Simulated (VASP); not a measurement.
# TaN (P6_3/mmc) in VASP: further runs

The runs below take TaN through single point, with r2SCAN+U.

Everything below comes from runs of VASP 6.6.1. Logs are shortened: lines on timing, memory, paths and dates and some standing lists are left out, and cuts for length are marked.

## (1) The cell of the first run

It takes space group P6_3/mmc (No. 194, hexagonal). Conventional cell: a = 3.048 Å, b = 3.048 Å, c = 4.918 Å, α = 90.00°, β = 90.00°, γ = 120.00°. Ta (site symmetry -3m) has 6 N at 2.15 Å and 2 Ta at 2.46 Å within 2.8 Å. N (site symmetry -6m2) has 6 Ta at 2.15 Å within 2.8 Å.

## (2) Single point, r2SCAN+U, collinear spin

Contents of POSCAR:

```
TaN
1.0
    3.0480018400      0.0000000000      0.0000000000
   -1.5240009200      2.6396470300      0.0000000000
    0.0000000000      0.0000000000      4.9179997800
Ta N
2 2
Direct
    0.0000000000      0.0000000000      0.0000000000
    0.0000000000      0.0000000000      0.5000000000
    0.3333333333      0.6666666667      0.2500000000
    0.6666666667      0.3333333333      0.7500000000
```

Contents of INCAR.step1:

```
ALGO = Normal
EDIFF = 1E-4
ENCUT = 520
GGA = PE
ISMEAR = 0
ISPIN = 2
LASPH = True
LCHARG = False
LDAU = True
LDAUJ = 0 0
LDAUL = 2 -1
LDAUTYPE = 2
LDAUU = 4 0
LMAXMIX = 4
LREAL = False
LWAVE = True
MAGMOM = 2 -2 0 0
NBANDS = 28
NELM = 150
PREC = Accurate
SIGMA = 0.05
```

Contents of INCAR.step2:

```
ALGO = Normal
EDIFF = 1E-6
ENCUT = 520
ISIF = 2
ISMEAR = 0
ISPIN = 2
ISTART = 1
LASPH = True
LCHARG = False
LDAU = True
LDAUJ = 0 0
LDAUL = 2 -1
LDAUPRINT = 1
LDAUTYPE = 2
LDAUU = 4 0
LMAXMIX = 4
LMIXTAU = True
LORBIT = 11
LREAL = False
LWAVE = False
MAGMOM = 2 -2 0 0
METAGGA = R2SCAN
NBANDS = 28
NELM = 150
PREC = Accurate
SIGMA = 0.05
```

Contents of KPOINTS:

```
k-points
0
Gamma
  7 7 4
```

Potentials or basis: VASP PAW PBE potentials, release 64 (Ta_pv, N).

On the command line:

```console
$ cat potpaw_PBE.64/Ta_pv/POTCAR potpaw_PBE.64/N/POTCAR > POTCAR
$ cp INCAR.step1 INCAR
$ mpirun -np 1 vasp_std > vasp.out
$ cp INCAR.step2 INCAR
$ mpirun -np 1 vasp_std > vasp.out
```

OUTCAR:

```text
EDIFF = 1E-6
   ENCUT = 520
   ISIF = 2
   ISMEAR = 0
   ISPIN = 2
   ISTART = 1
   LASPH = True
   LORBIT = 11
   LREAL = False
   METAGGA = R2SCAN
   NELM = 150
   PREC = Accurate

 ion  position               nearest neighbor table
   1  0.000  0.000  0.000-   3 2.15   4 2.15   4 2.15   3 2.15   4 2.15   3 2.15   2 2.46   2 2.46

   2  0.000  0.000  0.500-   3 2.15   4 2.15   4 2.15   3 2.15   4 2.15   3 2.15   1 2.46   1 2.46

   3  0.333  0.667  0.250-   1 2.15   2 2.15   1 2.15   2 2.15   1 2.15   2 2.15
   4  0.667  0.333  0.750-   1 2.15   2 2.15   1 2.15   2 2.15   1 2.15   2 2.15

  LATTYP: Found a hexagonal cell.
 ALAT       =     3.0480018400
 C/A-ratio  =     1.6135160142

  Lattice vectors:

 A1 = (   3.0480018400,   0.0000000000,   0.0000000000)
 A2 = (  -1.5240009200,   2.6396470300,   0.0000000000)
 A3 = (   0.0000000000,   0.0000000000,   4.9179997800)

Analysis of symmetry for initial positions (statically):
=====================================================================
 Subroutine PRICEL returns:
 Original cell was already a primitive cell.

 Routine SETGRP: Setting up the symmetry group for a
 hexagonal supercell.

 Subroutine GETGRP returns: Found 24 space group operations
 (whereof 12 operations were pure point group operations)
 out of a pool of 24 trial point group operations.

The static configuration has the point symmetry D_3d.
 The point group associated with its full space group is D_6h.

Analysis of symmetry for dynamics (positions and initial velocities):
=====================================================================
 Subroutine PRICEL returns:
 Original cell was already a primitive cell.

 Routine SETGRP: Setting up the symmetry group for a
 hexagonal supercell.

 Subroutine GETGRP returns: Found 24 space group operations
 (whereof 12 operations were pure point group operations)
 out of a pool of 24 trial point group operations.

The dynamic configuration has the point symmetry D_3d.
 The point group associated with its full space group is D_6h.

Analysis of structural, dynamic, and magnetic symmetry:
=====================================================================
 Subroutine PRICEL returns:
 Original cell was already a primitive cell.

 Routine SETGRP: Setting up the symmetry group for a
 hexagonal supercell.

 Subroutine GETGRP returns: Found 24 space group operations
 (whereof 12 operations were pure point group operations)
 out of a pool of 24 trial point group operations.

The overall configuration has the point symmetry D_3d.
 The point group associated with its full space group is D_6h.

 Subroutine INISYM returns: Found 24 space group operations
 (whereof 12 operations are pure point group operations),
 and found     1 'primitive' translations

----------------------------------------------------------------------------------------

                                     Primitive cell

  volume of cell :      39.5685

  direct lattice vectors                    reciprocal lattice vectors
     3.048001840  0.000000000  0.000000000     0.328083791  0.189419265  0.000000000
    -1.524000920  2.639647030  0.000000000     0.000000000  0.378838530  0.000000000
[... 157 lines left out ...]
  o =  0.2124  v =  0.0000  0.0000  0.0000  0.0000  0.0000 -0.9611  0.0000  0.0000  0.2763 -0.0000      0.0000  0.0000  0.0000  0.0000  0.0000  0.0000  0.0000  0.0000  0.0000  0.0000
  o =  0.2124  v =  0.0000  0.0000  0.0000  0.0000  0.0000 -0.0000 -0.2763 -0.0000  0.0000  0.9611      0.0000  0.0000  0.0000  0.0000  0.0000  0.0000  0.0000  0.0000  0.0000  0.0000
  o =  0.2552  v = -0.2763  0.0000  0.0000 -0.9611  0.0000  0.0000  0.0000  0.0000  0.0000  0.0000      0.0000  0.0000  0.0000  0.0000  0.0000  0.0000  0.0000  0.0000  0.0000  0.0000
  o =  0.2552  v =  0.0000  0.9611 -0.0000  0.0000  0.2763  0.0000  0.0000  0.0000  0.0000  0.0000      0.0000  0.0000  0.0000  0.0000  0.0000  0.0000  0.0000  0.0000  0.0000  0.0000
  o =  0.2552  v =  0.0000  0.0000  0.0000  0.0000  0.0000 -0.2763 -0.0000  0.0000 -0.9611 -0.0000      0.0000  0.0000  0.0000  0.0000  0.0000  0.0000  0.0000  0.0000  0.0000  0.0000
  o =  0.2552  v =  0.0000  0.0000  0.0000  0.0000  0.0000 -0.0000  0.9611 -0.0000 -0.0000  0.2763      0.0000  0.0000  0.0000  0.0000  0.0000  0.0000  0.0000  0.0000  0.0000  0.0000
  o =  0.3993  v = -0.0000 -0.0000 -1.0000 -0.0000 -0.0000  0.0000  0.0000  0.0000  0.0000  0.0000      0.0000  0.0000  0.0000  0.0000  0.0000  0.0000  0.0000  0.0000  0.0000  0.0000
  o =  0.3993  v =  0.0000  0.0000  0.0000  0.0000  0.0000  0.0000  0.0000  1.0000  0.0000  0.0000      0.0000  0.0000  0.0000  0.0000  0.0000  0.0000  0.0000  0.0000  0.0000  0.0000

atom =   2  type =  1  l = 2

 onsite density matrix

spin component  1

  0.2157 -0.0000  0.0000 -0.0114  0.0000
 -0.0000  0.2520 -0.0000  0.0000 -0.0114
  0.0000 -0.0000  0.3993 -0.0000  0.0000
 -0.0114  0.0000 -0.0000  0.2520  0.0000
  0.0000 -0.0114  0.0000  0.0000  0.2157

spin component  2

  0.2157 -0.0000  0.0000 -0.0114  0.0000
 -0.0000  0.2520 -0.0000  0.0000 -0.0114
  0.0000 -0.0000  0.3993 -0.0000  0.0000
 -0.0114  0.0000 -0.0000  0.2520  0.0000
  0.0000 -0.0114  0.0000  0.0000  0.2157

 occupancies and eigenvectors

  o =  0.2124  v =  0.0000  0.0000  0.0000  0.0000  0.0000  0.9611  0.0000 -0.0000  0.2763  0.0000      0.0000  0.0000  0.0000  0.0000  0.0000  0.0000  0.0000  0.0000  0.0000  0.0000
  o =  0.2124  v =  0.0000  0.0000  0.0000  0.0000  0.0000 -0.0000  0.2763 -0.0000 -0.0000  0.9611      0.0000  0.0000  0.0000  0.0000  0.0000  0.0000  0.0000  0.0000  0.0000  0.0000
  o =  0.2124  v =  0.9611  0.0000 -0.0000  0.2763  0.0000  0.0000  0.0000  0.0000  0.0000  0.0000      0.0000  0.0000  0.0000  0.0000  0.0000  0.0000  0.0000  0.0000  0.0000  0.0000
  o =  0.2124  v = -0.0000  0.2763 -0.0000 -0.0000  0.9611  0.0000  0.0000  0.0000  0.0000  0.0000      0.0000  0.0000  0.0000  0.0000  0.0000  0.0000  0.0000  0.0000  0.0000  0.0000
  o =  0.2552  v =  0.0000  0.0000  0.0000  0.0000  0.0000  0.2763 -0.0000 -0.0000 -0.9611  0.0000      0.0000  0.0000  0.0000  0.0000  0.0000  0.0000  0.0000  0.0000  0.0000  0.0000
  o =  0.2552  v =  0.0000  0.0000  0.0000  0.0000  0.0000 -0.0000 -0.9611 -0.0000  0.0000  0.2763      0.0000  0.0000  0.0000  0.0000  0.0000  0.0000  0.0000  0.0000  0.0000  0.0000
  o =  0.2552  v =  0.2763 -0.0000 -0.0000 -0.9611  0.0000  0.0000  0.0000  0.0000  0.0000  0.0000      0.0000  0.0000  0.0000  0.0000  0.0000  0.0000  0.0000  0.0000  0.0000  0.0000
  o =  0.2552  v = -0.0000 -0.9611 -0.0000  0.0000  0.2763  0.0000  0.0000  0.0000  0.0000  0.0000      0.0000  0.0000  0.0000  0.0000  0.0000  0.0000  0.0000  0.0000  0.0000  0.0000
  o =  0.3993  v =  0.0000  0.0000  0.0000  0.0000  0.0000  0.0000 -0.0000  1.0000  0.0000  0.0000      0.0000  0.0000  0.0000  0.0000  0.0000  0.0000  0.0000  0.0000  0.0000  0.0000
  o =  0.3993  v =  0.0000 -0.0000  1.0000  0.0000  0.0000  0.0000  0.0000  0.0000  0.0000  0.0000      0.0000  0.0000  0.0000  0.0000  0.0000  0.0000  0.0000  0.0000  0.0000  0.0000

 number of electron      32.0000002 magnetization       0.0000000

 Free energy of the ion-electron system (eV)
  ---------------------------------------------------
  ext. energy  EPLUGINS =         0.00000000
  ---------------------------------------------------
  free energy    TOTEN  =      -109.30765060 eV

  energy without entropy =     -109.30595468  energy(sigma->0) =     -109.30680264

 E-fermi :  10.5739     XC(G=0): -14.7918

 val. band max:       10.5665146463   @ k =   0.4286   0.1429   0.2500
 cond. band min:      10.6803304456   @ k =   0.0000   0.0000   0.5000
 fundamental gap:      0.1138157992
 Fermi energy:        10.5739148655

 spin component 1

 k-point     1 :       0.0000    0.0000    0.0000
  band No.  band energies     occupation
      1     -28.8510      1.00000
      2     -27.0036      1.00000
      3     -27.0036      1.00000
      4     -26.6251      1.00000
      5     -26.6251      1.00000
      6     -25.7249      1.00000
[... 733 lines left out ...]
     27      20.4884      0.00000
     28      20.4884      0.00000
 Fermi energy:        10.5739148655

 spin component 2

 k-point     1 :       0.0000    0.0000    0.0000
  band No.  band energies     occupation
      1     -28.8510      1.00000
      2     -27.0036      1.00000
      3     -27.0036      1.00000
      4     -26.6251      1.00000
      5     -26.6251      1.00000
      6     -25.7249      1.00000
[... 733 lines left out ...]
     27      20.4884      0.00000
     28      20.4884      0.00000

------------------------ aborting loop because EDIFF is reached ----------------------------------------

  FORCE on cell =-STRESS in cart. coord.  units (eV):
  Direction    XX          YY          ZZ          XY          YZ          ZX
  --------------------------------------------------------------------------------------
  -------------------------------------------------------------------------------------
  Total       10.6030310     10.6030310     32.4207901     -0.0000000      0.0000000      0.0000000
  in kB      429.3297913    429.3297932   1312.7577441     -0.0000000      0.0000000      0.0000000
  external PRESSURE =     723.8057762 kB  Pullay stress =       0.0000000 kB

 VOLUME and BASIS-vectors are now :
 -----------------------------------------------------------------------------
  energy-cutoff  :      520.00
  volume of cell :       39.57
      direct lattice vectors                 reciprocal lattice vectors
     3.048001840  0.000000000  0.000000000     0.328083791  0.189419265  0.000000000
    -1.524000920  2.639647030  0.000000000     0.000000000  0.378838530  0.000000000
     0.000000000  0.000000000  4.917999780     0.000000000  0.000000000  0.203334698

 POSITION                                       TOTAL-FORCE (eV/Angst)
 -----------------------------------------------------------------------------------
      0.00000      0.00000      0.00000         0.000000      0.000000      0.000000
      0.00000      0.00000      2.45900         0.000000      0.000000      0.000000
     -0.00000      1.75976      1.22950         0.000000     -0.000000      0.000000
      1.52400      0.87988      3.68850        -0.000000      0.000000      0.000000
 -----------------------------------------------------------------------------------
    total drift:                               -0.000000      0.000000      0.000000

  FREE ENERGIE OF THE ION-ELECTRON SYSTEM (eV)
  ---------------------------------------------------
  free  energy   TOTEN  =      -109.3076506026 eV

  energy  without entropy=     -109.3059546845  energy(sigma->0) =     -109.30680264

 total charge

# of ion       s       p       d       tot
------------------------------------------
    1        0.344   6.310   2.612   9.266
    2        0.344   6.310   2.612   9.266
    3        1.251   2.639   0.000   3.890
    4        1.251   2.639   0.000   3.890
--------------------------------------------------
tot          3.191  17.897   5.224  26.312

 magnetization (x)

# of ion       s       p       d       tot
------------------------------------------
    1       -0.000  -0.000  -0.000  -0.000
    2        0.000   0.000   0.000   0.000
    3        0.000   0.000   0.000   0.000
    4        0.000   0.000   0.000   0.000
--------------------------------------------------
tot          0.000   0.000   0.000   0.000
```

Run time: 2.6 min. Hardware: 1 thread of AMD EPYC 9R45 (Zen 5), shared host; peak memory 0.18 GiB.

What came out:

| Property | Result |
| --- | --- |
| Free energy | -109.3077 eV |
| Pressure | 72.4 GPa |
| Band gap on the k mesh | zero (filled and empty bands overlap) |
| Net moment | 0.00 μB per cell |
| Valence electrons inside the program's atomic spheres | Ta 9.27; N 3.89 |

Stress tensor (GPa, compression positive):
```
 42.93   0.00   0.00
  0.00  42.93   0.00
  0.00   0.00 131.28
```

Levels at points of the mesh, in eV from the Fermi level:
Spin up:
| k point | band 12 | band 13 | band 14 | band 15 | band 16 | band 17 | band 18 | band 19 | band 20 | band 21 |
| --- | --- | --- | --- | --- | --- | --- | --- | --- | --- | --- |
| (0.00, 0.00, 0.00) | -5.96 | -4.37 | -4.37 | -4.34 | -1.79 | -1.79 | -0.43 | -0.43 | 2.67 | 4.25 |
| (0.00, 0.00, 0.50) | -6.93 | -6.93 | -6.93 | -0.51 | -0.51 | 0.11 | 0.11 | 0.11 | 0.11 | 4.84 |
Spin down:
```tsv
k point	band 13	band 14	band 15	band 16	band 17	band 18	band 19	band 20
(0.00, 0.00, 0.00)	-4.37	-4.37	-4.34	-1.79	-1.79	-0.43	-0.43	2.67
(0.00, 0.00, 0.50)	-6.93	-6.93	-0.51	-0.51	0.11	0.11	0.11	0.11
```

Eigenvalues of the final occupation matrices:
| site | spin | trace | eigenvalues |
| --- | --- | --- | --- |
| site 1 d | 1 | 1.33 | 0.21 0.21 0.26 0.26 0.40 |
| site 1 d | 2 | 1.33 | 0.21 0.21 0.26 0.26 0.40 |
| site 2 d | 1 | 1.33 | 0.21 0.21 0.26 0.26 0.40 |
| site 2 d | 2 | 1.33 | 0.21 0.21 0.26 0.26 0.40 |

Caveat: the cell stands under pressure; the PAW data sets were made with another functional, which shifts forces and pressure a little; spin-orbit coupling is left out, which moves the levels of the heavy elements.

## (3) Single point, r2SCAN+U, collinear spin

POSCAR is that of step 2.

Contents of INCAR.step1:

```
  PREC = Accurate
  ENCUT = 520
  ISMEAR = 0
  SIGMA = 0.05
  LREAL = False
  LASPH = True
  NELM = 150
  ISPIN = 2
  MAGMOM = 0.25 -0.25 0 0
  LMAXMIX = 4
  LDAU = True
  LDAUTYPE = 2
  LDAUL = 2 -1
  LDAUU = 4 0
  LDAUJ = 0 0
  NBANDS = 28
  GGA = PE
  ALGO = Normal
  EDIFF = 1E-4
  LWAVE = True
  LCHARG = False
```

Contents of INCAR.step2:

```
  PREC = Accurate
  ENCUT = 520
  EDIFF = 1E-7
  ISMEAR = 0
  SIGMA = 0.05
  LREAL = False
  LASPH = True
  NELM = 150
  ALGO = Normal
  ISIF = 2
  LWAVE = False
  LCHARG = True
  ISPIN = 2
  MAGMOM = 0.25 -0.25 0 0
  LORBIT = 11
  LMAXMIX = 4
  LDAU = True
  LDAUTYPE = 2
  LDAUL = 2 -1
  LDAUU = 4 0
  LDAUJ = 0 0
  LDAUPRINT = 1
  METAGGA = R2SCAN
  LMIXTAU = True
  LELF = True
  LVHAR = True
  NBANDS = 28
  ISTART = 1
```

Contents of KPOINTS:

```
regular mesh
0
Gamma
  7 7 4
```

Potentials or basis: VASP PAW PBE potentials, release 64 (Ta_pv, N).

On the command line:

```console
$ cat potpaw_PBE.64/Ta_pv/POTCAR potpaw_PBE.64/N/POTCAR > POTCAR
$ cp INCAR.step1 INCAR
$ mpirun -np 1 vasp_std > vasp.out
$ cp INCAR.step2 INCAR
$ mpirun -np 1 vasp_std > vasp.out
```

Wall time 2.7 min (1 thread of AMD EPYC 9R45 (Zen 5), shared host); peak memory 0.18 GiB.

Results (log left out):

```yaml
Free_energy: -109.3077 eV
Pressure: 72.4 GPa
Band_gap_on_the_k_mesh: zero (filled and empty bands overlap)
Net_moment: 0.00 μB per cell
Valence_electrons_inside_the_program's_atomic_spheres: Ta 9.27; N 3.89
```

Stress tensor (GPa, compression positive):
```
 42.95   0.00   0.00
  0.00  42.95   0.00
  0.00   0.00 131.29
```

Levels at points of the mesh, in eV from the Fermi level:
Spin up:
```
           k point  band 13  band 14  band 15  band 16  band 17  band 18  band 19  band 20
(0.00, 0.00, 0.00)    -4.37    -4.37    -4.34    -1.79    -1.79    -0.43    -0.43     2.67
(0.00, 0.00, 0.50)    -6.93    -6.93    -0.51    -0.51     0.11     0.11     0.11     0.11
```
Spin down:
| k point | band 12 | band 13 | band 14 | band 15 | band 16 | band 17 | band 18 | band 19 | band 20 | band 21 |
| --- | --- | --- | --- | --- | --- | --- | --- | --- | --- | --- |
| (0.00, 0.00, 0.00) | -5.96 | -4.37 | -4.37 | -4.34 | -1.79 | -1.79 | -0.43 | -0.43 | 2.67 | 4.25 |
| (0.00, 0.00, 0.50) | -6.93 | -6.93 | -6.93 | -0.51 | -0.51 | 0.11 | 0.11 | 0.11 | 0.11 | 4.84 |

Eigenvalues of the final occupation matrices:
| site | spin | trace | eigenvalues |
| --- | --- | --- | --- |
| site 1 d | 1 | 1.33 | 0.21 0.21 0.26 0.26 0.40 |
| site 1 d | 2 | 1.33 | 0.21 0.21 0.26 0.26 0.40 |
| site 2 d | 1 | 1.33 | 0.21 0.21 0.26 0.26 0.40 |
| site 2 d | 2 | 1.33 | 0.21 0.21 0.26 0.26 0.40 |

Caveat: the cell stands under pressure; the PAW data sets were made with another functional, which shifts forces and pressure a little; spin-orbit coupling is left out, which moves the levels of the heavy elements.
